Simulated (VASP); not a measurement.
Write the native input for VASP 6.6.1 that does the following.

| Property | Result |
| --- | --- |
| Task | band structure |
| Functional | PBE |
| Potentials or basis | VASP PAW PBE potentials, release 64 (Zn, Ge_d, P) |
| Cutoff | 520 eV |
| k mesh | 8 × 8 × 8 |
| Occupations | gaussian, width 0.03 eV |
| Spin | no spin polarisation |
| Further INCAR settings | ALGO = Normal; EDIFF = 1e-06 |

The structure of ZnGeP2 lies in POSCAR:

```
ZnGeP2                                  
1.0
   -2.7135106774      2.7135106774      5.3548289180
    2.7135106774     -2.7135106774      5.3548289180
    2.7135106774      2.7135106774     -5.3548289180
  Zn              Ge              P             
     2     2     4
Direct
     0.0000000000000000    0.0000000000000000    0.0000000000000000
     0.7500000000000000    0.2500000000000000    0.5000000000000000
     0.5000000000000000    0.5000000000000000    0.0000000000000000
     0.2500000000000000    0.7500000000000000    0.5000000000000000
     0.3750000000000000    0.3772038256327619    0.5022038256327619
     0.6227961743672381    0.1250000000000000    0.9977961743672381
     0.8750000000000000    0.8727961743672381    0.4977961743672381
     0.1272038256327619    0.6250000000000000    0.0022038256327619
```

The input as run:

INCAR

```
PREC = Accurate
ENCUT = 520
EDIFF = 1E-6
ISMEAR = 0
SIGMA = 0.03
LREAL = F
LASPH = T
NELM = 80
ALGO = Normal
ISIF = 2
LWAVE = F
LCHARG = F
GGA = PE
KPAR = 2
```

KPOINTS

```
regular mesh
0
Gamma
  8 8 8
```

KPOINTS_OPT

```
explicit points
298
Reciprocal
 0.0000000000  0.0000000000  0.0000000000 1
 0.0263157895 -0.0263157895  0.0000000000 1
 0.0526315789 -0.0526315789  0.0000000000 1
 0.0789473684 -0.0789473684  0.0000000000 1
 0.1052631579 -0.1052631579  0.0000000000 1
 0.1315789474 -0.1315789474  0.0000000000 1
[... 290 lines left out ...]
 0.5299688800 -0.4700311200 -0.0299688800 1
 0.4700311200 -0.5299688800  0.0299688800 1
```

Potentials or basis: VASP PAW PBE potentials, release 64 (Zn, Ge_d, P).

Launch:

```bash
$ cat potpaw_PBE.64/Zn/POTCAR potpaw_PBE.64/Ge_d/POTCAR potpaw_PBE.64/P/POTCAR > POTCAR
$ mpirun -np 2 vasp_std > vasp.out
```

It gave:

- Pressure: 3.2 GPa
- Largest force: 0.043 eV/Å
- Band gap on the k mesh: 1.23 eV (least direct gap 1.38 eV)
- Band gap along the path: 1.18 eV (least direct gap 1.38 eV)

Caveat: the cell stands under pressure.

Run time: 15 min on 2 MPI ranks on Intel(R) Xeon(R) Platinum 8375C CPU @ 2.90GHz (Ice Lake), with other jobs on the host, peak memory 0.72 GiB a rank.
